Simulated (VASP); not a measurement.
# AlN (Pm) in VASP: a series of runs

The runs below take AlN through single point, with PBE.

All numbers are computed with VASP 6.6.1; they aren't measurements. Logs are shortened: lines on timing, memory, paths and dates and some standing lists are left out, and cuts for length are marked.

## 1. The cell of the first run

It takes space group Pm (No. 6, monoclinic). Conventional cell: a = 3.313 Å, b = 4.187 Å, c = 5.739 Å, α = 90.00°, β = 90.00°, γ = 90.00°. Al (site symmetry m) has 1 N at 1.40 Å within 1.9 Å. Within 2.5 Å of Al (site symmetry m) lie 5 N at 1.91 to 2.09 Å. Within 2.5 Å of Al (site symmetry m) lie 5 N at 1.91 to 2.09 Å. Within 2.5 Å of Al (site symmetry m) lie 5 N at 1.91 to 2.09 Å. Within 2.5 Å of N (site symmetry m) lie 5 Al at 1.91 to 2.19 Å. N (site symmetry m) has 5 Al at 1.91 to 2.09 Å within 2.5 Å. Within 1.9 Å of N (site symmetry m) lie 1 Al at 1.40 Å. N (site symmetry m) has 5 Al at 1.91 to 2.48 Å within 2.5 Å.

## 2. Single point, PBE (atom 1 (Al) moved by +0.630 Å along [1 0 0] and +0.000 Å along [1 2 0])

The input, INCAR:

```
SYSTEM = AlN
ALGO = Normal
EDIFF = 1E-6
ENCUT = 520
GGA = PE
ISIF = 2
ISMEAR = 0
LASPH = .True.
LCHARG = .False.
LREAL = .False.
LWAVE = .False.
NBANDS = 26
NELM = 60
PREC = Accurate
SIGMA = 0.05
```

The input, KPOINTS:

```
k-points
0
Gamma
  8 6 4
  0 0 0
```

The input, POSCAR:

```
AlN
1.0
   -1.6567491617      2.8695737234      0.0000000000
    0.0000000000      0.0000000000      4.1874629526
    4.9702474850      2.8695737234      0.0000000000
Al N
4 4
Direct
    0.4049343113      0.7500000000      0.2617323554
    0.0000000000      0.7500000000      0.6666666667
    0.0000000000      0.2500000000      0.3333333333
    0.5000000000      0.2500000000      0.8333333333
    0.5000000000      0.2500000000      0.1666666667
    0.0000000000      0.2500000000      0.6666666667
    0.0000000000      0.7500000000      0.3333333333
    0.5000000000      0.7500000000      0.8333333333
```

Potentials or basis: VASP PAW PBE potentials, release 64 (Al, N).

Run with:

```sh
$ cat potpaw_PBE.64/Al/POTCAR potpaw_PBE.64/N/POTCAR > POTCAR
$ mpirun -np 1 vasp_std > vasp.out
```

OUTCAR:

```text
SYSTEM = AlN
   EDIFF = 1E-6
   ENCUT = 520
   GGA = PE
   ISIF = 2
   ISMEAR = 0
   LASPH = .True.
   LREAL = .False.
   NELM = 60
   PREC = Accurate

 ion  position               nearest neighbor table
   1  0.405  0.750  0.262-   7 1.40   7 2.01   5 2.19   5 2.19   8 2.48   3 2.52   3 2.52   2 2.68
                             3 2.91   3 2.91   2 3.05   4 3.24   4 3.24
   2  0.000  0.750  0.667-   8 1.91   8 1.91   7 1.91   6 2.09   6 2.09   1 2.68   4 2.84   4 2.84
                             4 2.84   4 2.84   3 2.84   3 2.84   1 3.05
   3  0.000  0.250  0.333-   5 1.91   5 1.91   6 1.91   7 2.09   7 2.09   1 2.52   1 2.52   2 2.84
                             2 2.84   1 2.91   1 2.91   4 3.31   4 3.31   4 3.31   4 3.31
   4  0.500  0.250  0.833-   6 1.91   6 1.91   5 1.91   8 2.09   8 2.09   2 2.84   2 2.84   2 2.84
                             2 2.84   1 3.24   1 3.24   3 3.31   3 3.31   3 3.31   3 3.31
   5  0.500  0.250  0.167-   3 1.91   3 1.91   4 1.91   1 2.19   1 2.19
   6  0.000  0.250  0.667-   4 1.91   4 1.91   3 1.91   2 2.09   2 2.09
   7  0.000  0.750  0.333-   1 1.40   2 1.91   1 2.01   3 2.09   3 2.09
   8  0.500  0.750  0.833-   2 1.91   2 1.91   4 2.09   4 2.09   1 2.48

  LATTYP: Found a simple orthorhombic cell.
 ALAT       =     3.3134983233
 B/A-ratio  =     1.2637588868
 C/A-ratio  =     1.7320508076

  Lattice vectors:

 A1 = (  -1.6567491617,   2.8695737234,   0.0000000000)
 A2 = (   0.0000000000,   0.0000000000,   4.1874629526)
 A3 = (   4.9702474850,   2.8695737234,   0.0000000000)

Analysis of symmetry for initial positions (statically):
=====================================================================
 Subroutine PRICEL returns:
 Original cell was already a primitive cell.

 Routine SETGRP: Setting up the symmetry group for a
 simple orthorhombic supercell.

 Subroutine GETGRP returns: Found  2 space group operations
 (whereof  1 operations were pure point group operations)
 out of a pool of  8 trial point group operations.

The static configuration has the point symmetry C_1 .
 The point group associated with its full space group is C_1h.

Analysis of symmetry for dynamics (positions and initial velocities):
=====================================================================
 Subroutine PRICEL returns:
 Original cell was already a primitive cell.

 Routine SETGRP: Setting up the symmetry group for a
 simple orthorhombic supercell.

 Subroutine GETGRP returns: Found  2 space group operations
 (whereof  1 operations were pure point group operations)
 out of a pool of  8 trial point group operations.

The dynamic configuration has the point symmetry C_1 .
 The point group associated with its full space group is C_1h.
[... 120 lines left out ...]
   TEBEG  =    0.0;   TEEND  =   0.0 temperature during run
   PSTRESS=    0.0 pullay stress
   NELECT =      32.0000    total number of electrons
   NUPDOWN=      -1.0000    fix difference up-down
   EMIN   =  10.00;   EMAX   =-10.00  energy-range for DOS
   EFERMI =   0.00;   METHOD = LEGACY
   ISMEAR =     0;   SIGMA  =   0.05  broadening in eV -4-tet -1-fermi 0-gaus
   EFERMI_NEDOS =   21; number of points for ismear=-14 and -15
   IALGO  =     38    algorithm
   IMIX   =      4    mixing-type and parameters
     AMIX     =   0.40;   BMIX     =  1.00
     AMIX_MAG =   1.60;   BMIX_MAG =  1.00
  volume/ion in A,a.u.               =       9.95        67.17
  Fermi-wavevector in a.u.,A,eV,Ry     =   1.208082  2.282944 19.857191  1.459462
  Thomas-Fermi vector in A             =   2.343701
   LORBIT       =      0    0 simple, 1 ext, 2 COOP (PROOUT), +10 PAW based schemes
   GGA     = PE    functional components
   LHFCALC =     F    Hartree Fock is set to
   AEXX    =    0.0000 exact exchange contribution
   IVDW    =     0    specifies the selected vdW correction
   LEPSILON=     F    determine dielectric tensor
   LRPA    =     F    only Hartree local field effects (RPA)
 non-spin polarized calculation
 Gauss-broadening in eV      SIGMA  =   0.05
  energy-cutoff  :      520.00
  volume of cell :       79.63
 maximum number of plane-waves:      2174
 NGX is ok and might be reduce to    28
   NGX = 13   NGY = 15   NGZ = 21

 number of electron      31.9999994 magnetization

 Free energy of the ion-electron system (eV)
  ---------------------------------------------------
  ext. energy  EPLUGINS =         0.00000000
  ---------------------------------------------------
  free energy    TOTEN  =       -53.34888766 eV

  energy without entropy =      -53.34888766  energy(sigma->0) =      -53.34888766

 E-fermi :   8.1383     XC(G=0): -11.1362

 val. band max:        7.8928632117   @ k =   0.0000   0.0000   0.0000
 cond. band min:      10.2328347694   @ k =   0.0000   0.0000   0.0000
 fundamental gap:      2.3399715577
 Fermi energy:         8.1383018372

 k-point     1 :       0.0000    0.0000    0.0000
  band No.  band energies     occupation
      1      -9.4121      2.00000
      2      -7.1383      2.00000
      3      -6.2114      2.00000
      4      -4.7303      2.00000
      5       0.6091      2.00000
      6       1.2301      2.00000
[... 685 lines left out ...]
     25      17.3124      0.00000
     26      17.9582      0.00000

 [... further k-points ...]

------------------------ aborting loop because EDIFF is reached ----------------------------------------

  FORCE on cell =-STRESS in cart. coord.  units (eV):
  Direction    XX          YY          ZZ          XY          YZ          ZX
  --------------------------------------------------------------------------------------
  -------------------------------------------------------------------------------------
  Total       15.6000006     13.3583992      0.6443623    -16.1846273      0.0000000      0.0000000
  in kB      313.8701982    268.7694382     12.9644949   -325.6328189      0.0000000      0.0000000
  external PRESSURE =     198.5347104 kB  Pullay stress =       0.0000000 kB

 VOLUME and BASIS-vectors are now :
 -----------------------------------------------------------------------------
  energy-cutoff  :      520.00
  volume of cell :       79.63
      direct lattice vectors                 reciprocal lattice vectors
    -1.656749162  2.869573723  0.000000000    -0.150897919  0.261362862  0.000000000
     0.000000000  0.000000000  4.187462953     0.000000000  0.000000000  0.238808083
     4.970247485  2.869573723  0.000000000     0.150897919  0.087120954  0.000000000

 POSITION                                       TOTAL-FORCE (eV/Angst)
 -----------------------------------------------------------------------------------
      0.63000      1.91305      3.14060       -20.913540     15.073722      0.000000
      3.31350      1.91305      3.14060         2.297625      0.939524      0.000000
      1.65675      0.95652      1.04687         0.372409     -1.065365      0.000000
      3.31350      3.82610      1.04687         0.436104      0.298281      0.000000
      0.00000      1.91305      1.04687         2.115402      0.541068      0.000000
      3.31350      1.91305      1.04687        -0.837773     -0.492828      0.000000
      1.65675      0.95652      3.14060        16.897938    -14.816719      0.000000
      3.31350      3.82610      3.14060        -0.368165     -0.477683      0.000000
 -----------------------------------------------------------------------------------
    total drift:                               -0.000382      0.000097      0.000000

  FREE ENERGIE OF THE ION-ELECTRON SYSTEM (eV)
  ---------------------------------------------------
  free  energy   TOTEN  =       -53.3488876570 eV

  energy  without entropy=      -53.3488876570  energy(sigma->0) =      -53.34888766
```

stdout:

```text
POSCAR found type information on POSCAR AlN
 POSCAR found :  2 types and       8 ions
 scaLAPACK will be used
 LDA part: xc-table for (Slater+PW92), standard interpolation
 POSCAR, INCAR and KPOINTS ok, starting setup
 FFT: planning ... GRIDC
 FFT: planning ... GRID_SOFT
 FFT: planning ... GRID
 WAVECAR not read
 entering main loop
```

Run time: 58 s. Hardware: 1 thread of Intel Xeon 6975P-C (Granite Rapids), shared host; peak memory 0.25 GiB.

Results:

| Quantity | Value |
| --- | --- |
| Free energy | -53.3489 eV |
| Pressure | 19.9 GPa |
| Largest force | 25.780 eV/Å |
| Band gap on the k mesh | 2.34 eV, direct |

Forces in eV/Å, atoms in the order of the input:
```
Al  -20.914  15.074   0.000
Al    2.298   0.940   0.000
Al    0.372  -1.065   0.000
Al    0.436   0.298   0.000
N     2.115   0.541   0.000
N    -0.838  -0.493   0.000
N    16.898 -14.817   0.000
N    -0.368  -0.478   0.000
```

Stress tensor (GPa, compression positive):
```
 31.39 -32.56   0.00
-32.56  26.88   0.00
  0.00   0.00   1.30
```

Caveat: the cell differs from its parent crystal (atom 1 (Al) moved by +0.630 Å along [1 0 0] and +0.000 Å along [1 2 0]); forces of over 1 eV/Å act on the atoms, so gaps and moduli don't describe the material at rest. A k mesh can miss the band edges.

## 3. Single point, PBE (atom 1 (Al) moved by +0.504 Å along [1 0 0] and -0.378 Å along [1 2 0])

The input, INCAR:

```
SYSTEM = AlN
  PREC = Accurate
  ENCUT = 520
  EDIFF = 1E-6
  ISMEAR = 0
  SIGMA = 0.05
  LREAL = .False.
  LASPH = .True.
  NELM = 100
  ALGO = Normal
  ISIF = 2
  LWAVE = .False.
  LCHARG = .False.
  GGA = PE
  NBANDS = 26
```

The input, KPOINTS:

```
Automatic mesh
0
Gamma
  8 6 4
  0 0 0
```

Edit POSCAR of step 2 so:

```diff
@@ -8,3 +8,3 @@
 Direct
-    0.4049343113      0.7500000000      0.2617323554
+    0.3251522874      0.7500000000      0.2097874971
     0.0000000000      0.7500000000      0.6666666667
```

Potentials or basis: VASP PAW PBE potentials, release 64 (Al, N).

Run with:

```sh
$ cat potpaw_PBE.64/Al/POTCAR potpaw_PBE.64/N/POTCAR > POTCAR
$ mpirun -np 1 vasp_std > vasp.out
```

It took 57 s on 1 thread of Intel Xeon 6975P-C (Granite Rapids), shared host; peak memory 0.25 GiB.

The run converged. Its results:

| Item | Value |
| --- | --- |
| Free energy | -50.1496 eV |
| Pressure | 31.4 GPa |
| Largest force | 43.685 eV/Å |
| Band gap on the k mesh | 2.92 eV, direct |

Forces in eV/Å, atoms in the order of the input:
```
Al  -39.169  19.343   0.000
Al    0.977   0.156   0.000
Al    1.273  -1.018   0.000
Al    0.172   0.280   0.000
N     1.520  -0.548   0.000
N    -0.559  -0.326   0.000
N    34.963 -17.500   0.000
N     0.823  -0.388   0.000
```

Stress tensor (GPa, compression positive):
```
 76.79 -40.23   0.00
-40.23  15.64   0.00
  0.00   0.00   1.88
```

Levels at points of the mesh, in eV from the valence-band top:
```tsv
k point	band 13	band 14	band 15	band 16	band 17	band 18	band 19	band 20
(0.00, 0.00, 0.00)	-1.83	-1.45	-0.97	0.00	2.92	3.69	4.43	6.61
(0.50, 0.00, 0.00)	-3.05	-2.24	-2.10	-1.54	5.32	5.75	6.05	6.25
(0.00, 0.50, 0.00)	-2.30	-1.97	-1.73	-1.24	4.95	4.98	5.53	5.69
(0.50, 0.50, 0.00)	-1.81	-0.95	-0.55	-0.54	5.17	5.95	6.31	6.63
(0.00, 0.00, 0.50)	-1.60	-1.49	-0.93	-0.62	4.51	4.56	5.54	5.99
(0.50, 0.00, 0.50)	-3.19	-2.36	-1.64	-0.83	3.88	4.07	6.22	6.94
(0.00, 0.50, 0.50)	-2.23	-2.17	-1.43	-1.19	5.07	5.16	5.55	5.58
(0.50, 0.50, 0.50)	-2.50	-1.37	-1.26	-1.19	4.67	5.00	5.07	5.27
```

Caveat: the cell differs from its parent crystal (atom 1 (Al) moved by +0.504 Å along [1 0 0] and -0.378 Å along [1 2 0]); forces of over 1 eV/Å act on the atoms, so gaps and moduli don't describe the material at rest.

(Continued in part 2 of 2.)
